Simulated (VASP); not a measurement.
# NaCl (Pm-3m) in VASP: single point with PBE+U

Aim: the single point of NaCl with PBE+U.

All numbers are computed with VASP 6.6.1; they aren't measurements. Logs are shortened: lines on timing, memory, paths and dates and some standing lists are left out, and cuts for length are marked.

### Step 1. The cell of the first run

The structure is cubic, space group Pm-3m (No. 221). Conventional cell: a = 3.502 Å, b = 3.502 Å, c = 3.502 Å, α = 90.00°, β = 90.00°, γ = 90.00°. Na (site symmetry m-3m) has 8 Cl at 3.03 Å and 6 Na at 3.50 Å within 4.0 Å. Cl (site symmetry m-3m) has 8 Na at 3.03 Å and 6 Cl at 3.50 Å within 4.0 Å.

### Step 2. Single point, PBE+U

INCAR reads:

```
PREC = Accurate
ENCUT = 1130
EDIFF = 1E-6
ISMEAR = -1
SIGMA = 0.025851999786435532
LREAL = F
LASPH = T
NELM = 200
ALGO = Normal
ISIF = 2
LWAVE = F
LCHARG = F
LDAU = T
LDAUTYPE = 2
LDAUL = -1 1
LDAUU = 0 1.4
LDAUJ = 0 0
LDAUPRINT = 1
GGA = PE
NBANDS = 15
GGA_COMPAT = F
```

KPOINTS reads:

```
Automatic mesh
0
Gamma
  4 4 4
```

POSCAR reads:

```
NaCl
1.0
    3.5021900000      0.0000000000      0.0000000000
    0.0000000000      3.5021900000      0.0000000000
    0.0000000000      0.0000000000      3.5021900000
Na Cl
1 1
Direct
    0.0000000000      0.0000000000      0.0000000000
    0.5000000000      0.5000000000      0.5000000000
```

Potentials or basis: VASP PAW PBE potentials, release 64 (Na_sv, Cl).

On the command line:

```bash
cat potpaw_PBE.64/Na_sv/POTCAR potpaw_PBE.64/Cl/POTCAR > POTCAR
mpirun -np 1 vasp_std > vasp.out
```

OUTCAR:

```text
PREC = Accurate
   ENCUT = 1130
   EDIFF = 1E-6
   ISMEAR = -1
   LREAL = F
   LASPH = T
   NELM = 200
   ISIF = 2
   GGA = PE

 ion  position               nearest neighbor table
   1  0.000  0.000  0.000-
   2  0.500  0.500  0.500-

  LATTYP: Found a simple cubic cell.
 ALAT       =     3.5021900000

  Lattice vectors:

 A1 = (   3.5021900000,   0.0000000000,   0.0000000000)
 A2 = (   0.0000000000,   3.5021900000,   0.0000000000)
 A3 = (   0.0000000000,   0.0000000000,   3.5021900000)

Analysis of symmetry for initial positions (statically):
=====================================================================
 Subroutine PRICEL returns:
 Original cell was already a primitive cell.

 Routine SETGRP: Setting up the symmetry group for a
 simple cubic supercell.

 Subroutine GETGRP returns: Found 48 space group operations
 (whereof 48 operations were pure point group operations)
 out of a pool of 48 trial point group operations.

The static configuration has the point symmetry O_h .

Analysis of symmetry for dynamics (positions and initial velocities):
=====================================================================
 Subroutine PRICEL returns:
 Original cell was already a primitive cell.

 Routine SETGRP: Setting up the symmetry group for a
 simple cubic supercell.

 Subroutine GETGRP returns: Found 48 space group operations
 (whereof 48 operations were pure point group operations)
 out of a pool of 48 trial point group operations.

The dynamic configuration has the point symmetry O_h .

 Subroutine INISYM returns: Found 48 space group operations
 (whereof 48 operations are pure point group operations),
 and found     1 'primitive' translations

----------------------------------------------------------------------------------------

                                     Primitive cell

  volume of cell :      42.9555

  direct lattice vectors                    reciprocal lattice vectors
     3.502190000  0.000000000  0.000000000     0.285535622  0.000000000  0.000000000
     0.000000000  3.502190000  0.000000000     0.000000000  0.285535622  0.000000000
     0.000000000  0.000000000  3.502190000     0.000000000  0.000000000  0.285535622

  length of vectors
     3.502190000  3.502190000  3.502190000     0.285535622  0.285535622  0.285535622

  position of ions in fractional coordinates (direct lattice)
     0.000000000  0.000000000  0.000000000
     0.500000000  0.500000000  0.500000000

  ion indices of the primitive-cell ions
   primitive index   ion index
                 1           1
                 2           2

----------------------------------------------------------------------------------------

 KPOINTS: Automatic mesh

Automatic generation of k-mesh.
 Grid dimensions read from file:
 generate k-points for:    4    4    4

 Generating k-lattice:

  Cartesian coordinates                     Fractional coordinates (reciprocal lattice)
     0.071383905  0.000000000  0.000000000     0.250000000  0.000000000  0.000000000
     0.000000000  0.071383905  0.000000000     0.000000000  0.250000000  0.000000000
     0.000000000  0.000000000  0.071383905     0.000000000  0.000000000  0.250000000

  Length of vectors
     0.071383905  0.071383905  0.071383905

  Shift w.r.t. Gamma in fractional coordinates (k-lattice)
     0.000000000  0.000000000  0.000000000

 Subroutine IBZKPT returns following result:
 ===========================================

 Found     10 irreducible k-points:

 Following reciprocal coordinates:
            Coordinates               Weight
  0.000000  0.000000  0.000000      1.000000
  0.250000  0.000000  0.000000      6.000000
  0.500000  0.000000  0.000000      3.000000
  0.250000  0.250000  0.000000     12.000000
  0.500000  0.250000  0.000000     12.000000
  0.500000  0.500000  0.000000      3.000000
  0.250000  0.250000  0.250000      8.000000
  0.500000  0.250000  0.250000     12.000000
  0.500000  0.500000  0.250000      6.000000
  0.500000  0.500000  0.500000      1.000000
   k-points           NKPTS =     10   k-points in BZ     NKDIM =     10   number of bands    NBANDS=     15
   number of dos      NEDOS =    301   number of ions     NIONS =      2
   total plane-waves  NPLWV =  64000
   dimension x,y,z NGX =    40 NGY =   40 NGZ =   40
   dimension x,y,z NGXF=    80 NGYF=   80 NGZF=   80
   ions per type =               1   1
   NGX,Y,Z   is equivalent  to a cutoff of  18.99, 18.99, 18.99 a.u.
   NGXF,Y,Z  is equivalent  to a cutoff of  37.98, 37.98, 37.98 a.u.
 SYSTEM =  unknown system
   PREC   = accura    normal or accurate (medium, high low for compatibility)
   ISTART =      0    job   : 0-new  1-cont  2-samecut
   ICHARG =      2    charge: 1-file 2-atom 10-const
   ISPIN  =      1    spin polarized calculation?
   LNONCOLLINEAR =      F non collinear calculations
   LSORBIT =      F    spin-orbit coupling
   LASPH  =      T    aspherical Exc in radial PAW
   ENCUT  = 1130.0 eV  83.05 Ry    9.11 a.u.   9.60  9.60  9.60*2*pi/ulx,y,z
   NELM   =    200;   NELMIN=  2; NELMDL= -5     # of ELM steps
   EDIFF  = 0.1E-05   stopping-criterion for ELM
   LREAL  =      F    real-space projection
   EDIFFG = 0.1E-04   stopping-criterion for IOM
   NSW    =      0    number of steps for IOM
   IBRION =     -1    ionic relax: 0-MD 1-quasi-New 2-CG
   NFREE  =      0    steps in history (QN), initial steepest desc. (CG)
   ISIF   =      2    stress and relaxation
   ISYM   =      2    0-nonsym 1-usesym 2-fastsym
   POTIM  = 0.5000    time-step for ionic-motion
   TEBEG  =    0.0;   TEEND  =   0.0 temperature during run
   PSTRESS=    0.0 pullay stress
   NELECT =      16.0000    total number of electrons
   NUPDOWN=      -1.0000    fix difference up-down
   EMIN   =  10.00;   EMAX   =-10.00  energy-range for DOS
   EFERMI =   0.00;   METHOD = LEGACY
   ISMEAR =    -1;   SIGMA  =   0.03  broadening in eV -4-tet -1-fermi 0-gaus
   EFERMI_NEDOS =   21; number of points for ismear=-14 and -15
   IALGO  =     38    algorithm
   IMIX   =      4    mixing-type and parameters
     AMIX     =   0.40;   BMIX     =  1.00
     AMIX_MAG =   1.60;   BMIX_MAG =  1.00
  volume/ion in A,a.u.               =      21.48       144.94
  Fermi-wavevector in a.u.,A,eV,Ry     =   1.177900  2.225908 18.877385  1.387449
  Thomas-Fermi vector in A             =   2.314239
   LORBIT       =      0    0 simple, 1 ext, 2 COOP (PROOUT), +10 PAW based schemes
 LDA+U is selected, type is set to LDAUTYPE =  2
   angular momentum for each species LDAUL =    -1    1
   U (eV)           for each species LDAUU =   0.0  1.4
   J (eV)           for each species LDAUJ =   0.0  0.0
   GGA     = PE    functional components
   LHFCALC =     F    Hartree Fock is set to
   AEXX    =    0.0000 exact exchange contribution
   IVDW    =     0    specifies the selected vdW correction
   LEPSILON=     F    determine dielectric tensor
   LRPA    =     F    only Hartree local field effects (RPA)
 non-spin polarized calculation
  energy-cutoff  :     1130.00
  volume of cell :       42.96
 maximum number of plane-waves:      3743
 NGX is ok and might be reduce to    40
   NGX = 19   NGY = 19   NGZ = 19

 number of electron      16.0000003 magnetization

 Free energy of the ion-electron system (eV)
  ---------------------------------------------------
  ext. energy  EPLUGINS =         0.00000000
  ---------------------------------------------------
  free energy    TOTEN  =        -5.45950235 eV

  energy without entropy =       -5.45950235  energy(sigma->0) =       -5.45950235

 E-fermi :   1.1420     XC(G=0):  -8.3772

 val. band max:        0.6038427987   @ k =   0.5000   0.5000   0.0000
 cond. band min:       4.6480109147   @ k =   0.0000   0.0000   0.0000
 fundamental gap:      4.0441681160
 Fermi energy:         1.1419970345

 k-point     1 :       0.0000    0.0000    0.0000
  band No.  band energies     occupation
      1     -49.5499      2.00000
      2     -21.4464      2.00000
      3     -21.4464      2.00000
      4     -21.4464      2.00000
      5     -12.6569      2.00000
      6       0.1173      2.00000
      7       0.1173      2.00000
      8       0.1173      2.00000
      9       4.6480      0.00000
     10       9.2670      0.00000
     11       9.2670      0.00000
     12      16.3431      0.00000
     13      16.3431      0.00000
     14      16.3495      0.00000
     15      16.6167      0.00000

 k-point     2 :       0.2500    0.0000    0.0000
  band No.  band energies     occupation
      1     -49.5492      2.00000
      2     -21.4665      2.00000
      3     -21.4446      2.00000
      4     -21.4446      2.00000
      5     -12.4852      2.00000
      6      -1.2903      2.00000
      7       0.2307      2.00000
      8       0.2307      2.00000
      9       5.9968      0.00000
     10       9.9361      0.00000
     11      10.0475      0.00000
     12      13.7087      0.00000
     13      13.7087      0.00000
     14      15.7735      0.00000
     15      16.3766      0.00000

 k-point     3 :       0.5000    0.0000    0.0000
  band No.  band energies     occupation
      1     -49.5484      2.00000
      2     -21.4864      2.00000
      3     -21.4426      2.00000
      4     -21.4426      2.00000
      5     -12.2996      2.00000
      6      -2.3135      2.00000
      7       0.3504      2.00000
      8       0.3504      2.00000
      9       7.5982      0.00000
     10       9.2017      0.00000
     11      11.1946      0.00000
     12      12.5194      0.00000
     13      12.5194      0.00000
     14      13.6905      0.00000
     15      17.6291      0.00000

 k-point     4 :       0.2500    0.2500    0.0000
  band No.  band energies     occupation
      1     -49.5484      2.00000
      2     -21.4648      2.00000
      3     -21.4622      2.00000
      4     -21.4429      2.00000
      5     -12.3333      2.00000
      6      -1.1921      2.00000
      7      -0.8815      2.00000
      8       0.3488      2.00000
      9       7.0319      0.00000
     10       9.4801      0.00000
     11      10.9264      0.00000
     12      12.5023      0.00000
     13      13.7892      0.00000
     14      14.5344      0.00000
     15      16.2807      0.00000

 k-point     5 :       0.5000    0.2500    0.0000
  band No.  band energies     occupation
      1     -49.5477      2.00000
      2     -21.4823      2.00000
      3     -21.4605      2.00000
      4     -21.4411      2.00000
      5     -12.1700      2.00000
      6      -2.0027      2.00000
      7      -0.7622      2.00000
      8       0.4736      2.00000
      9       7.5852      0.00000
     10       8.9303      0.00000
     11      11.4734      0.00000
     12      12.1844      0.00000
     13      12.8560      0.00000
     14      14.6313      0.00000
     15      17.3104      0.00000

 k-point     6 :       0.5000    0.5000    0.0000
  band No.  band energies     occupation
      1     -49.5469      2.00000
      2     -21.4779      2.00000
      3     -21.4779      2.00000
      4     -21.4395      2.00000
      5     -12.0317      2.00000
      6      -1.6393      2.00000
      7      -1.6393      2.00000
      8       0.6038      2.00000
      9       6.2080      0.00000
     10      10.5742      0.00000
     11      11.6749      0.00000
     12      11.6749      0.00000
     13      13.3006      0.00000
     14      13.3006      0.00000
     15      18.3052      0.00000

 k-point     7 :       0.2500    0.2500    0.2500
  band No.  band energies     occupation
      1     -49.5477      2.00000
      2     -21.4628      2.00000
      3     -21.4598      2.00000
      4     -21.4598      2.00000
      5     -12.1911      2.00000
      6      -1.0443      2.00000
      7      -0.7115      2.00000
      8      -0.7115      2.00000
      9       7.6160      0.00000
     10      10.0506      0.00000
     11      10.0506      0.00000
     12      12.1681      0.00000
     13      13.3496      0.00000
     14      13.3496      0.00000
     15      18.3903      0.00000

 k-point     8 :       0.5000    0.2500    0.2500
  band No.  band energies     occupation
      1     -49.5469      2.00000
      2     -21.4789      2.00000
      3     -21.4589      2.00000
      4     -21.4577      2.00000
      5     -12.0390      2.00000
      6      -1.7420      2.00000
      7      -0.6531      2.00000
      8      -0.5255      2.00000
      9       7.6872      0.00000
     10       9.0854      0.00000
     11       9.6008      0.00000
     12      12.9438      0.00000
     13      13.4158      0.00000
     14      14.7863      0.00000
     15      16.6546      0.00000

 k-point     9 :       0.5000    0.5000    0.2500
  band No.  band energies     occupation
      1     -49.5462      2.00000
      2     -21.4753      2.00000
      3     -21.4753      2.00000
      4     -21.4562      2.00000
      5     -11.8994      2.00000
      6      -1.4443      2.00000
      7      -1.4443      2.00000
      8      -0.4023      2.00000
      9       6.8465      0.00000
     10       9.1279      0.00000
     11       9.1279      0.00000
     12      13.0216      0.00000
     13      14.5429      0.00000
     14      15.6096      0.00000
     15      15.6096      0.00000

 k-point    10 :       0.5000    0.5000    0.5000
  band No.  band energies     occupation
      1     -49.5454      2.00000
      2     -21.4725      2.00000
      3     -21.4725      2.00000
      4     -21.4725      2.00000
      5     -11.7585      2.00000
      6      -1.2268      2.00000
      7      -1.2268      2.00000
      8      -1.2268      2.00000
      9       7.7922      0.00000
     10       7.7922      0.00000
     11       7.7922      0.00000
     12      12.3149      0.00000
     13      16.5554      0.00000
     14      16.5554      0.00000
     15      16.5554      0.00000

------------------------ aborting loop because EDIFF is reached ----------------------------------------

  FORCE on cell =-STRESS in cart. coord.  units (eV):
  Direction    XX          YY          ZZ          XY          YZ          ZX
  --------------------------------------------------------------------------------------
  -------------------------------------------------------------------------------------
  Total       -0.0298855     -0.0298855     -0.0298855      0.0000000     -0.0000000      0.0000000
  in kB       -1.1146855     -1.1146855     -1.1146855      0.0000000     -0.0000000      0.0000000
  external PRESSURE =      -1.1146855 kB  Pullay stress =       0.0000000 kB

 VOLUME and BASIS-vectors are now :
 -----------------------------------------------------------------------------
  energy-cutoff  :     1130.00
  volume of cell :       42.96
      direct lattice vectors                 reciprocal lattice vectors
     3.502190000  0.000000000  0.000000000     0.285535622  0.000000000  0.000000000
     0.000000000  3.502190000  0.000000000     0.000000000  0.285535622  0.000000000
     0.000000000  0.000000000  3.502190000     0.000000000  0.000000000  0.285535622

 POSITION                                       TOTAL-FORCE (eV/Angst)
 -----------------------------------------------------------------------------------
      0.00000      0.00000      0.00000         0.000000      0.000000      0.000000
      1.75110      1.75110      1.75110         0.000000      0.000000      0.000000
 -----------------------------------------------------------------------------------
    total drift:                                0.000000      0.000000     -0.000000

  FREE ENERGIE OF THE ION-ELECTRON SYSTEM (eV)
  ---------------------------------------------------
  free  energy   TOTEN  =        -5.4595023509 eV

  energy  without entropy=       -5.4595023508  energy(sigma->0) =       -5.45950235
```

Wall time 8.3 s (1 thread of Intel Xeon 6975P-C (Granite Rapids), shared host); peak memory 0.23 GiB.

Results:

| Quantity | Value |
| --- | --- |
| Free energy | -5.4595 eV |
| Pressure | -0.1 GPa |
| Band gap on the k mesh | 4.04 eV (least direct gap 4.53 eV) |

Levels at points of the mesh, in eV from the valence-band top:
```csv
k point,band 5,band 6,band 7,band 8,band 9,band 10,band 11,band 12
"(0.00, 0.00, 0.00)",-13.26,-0.49,-0.49,-0.49,4.04,8.66,8.66,15.74
"(0.50, 0.00, 0.00)",-12.90,-2.92,-0.25,-0.25,6.99,8.60,10.59,11.92
"(0.50, 0.50, 0.00)",-12.64,-2.24,-2.24,0.00,5.60,9.97,11.07,11.07
"(0.50, 0.50, 0.50)",-12.36,-1.83,-1.83,-1.83,7.19,7.19,7.19,11.71
```

Caveat: the k points lie up to 0.45 Å⁻¹ apart. A k mesh can miss the band edges.
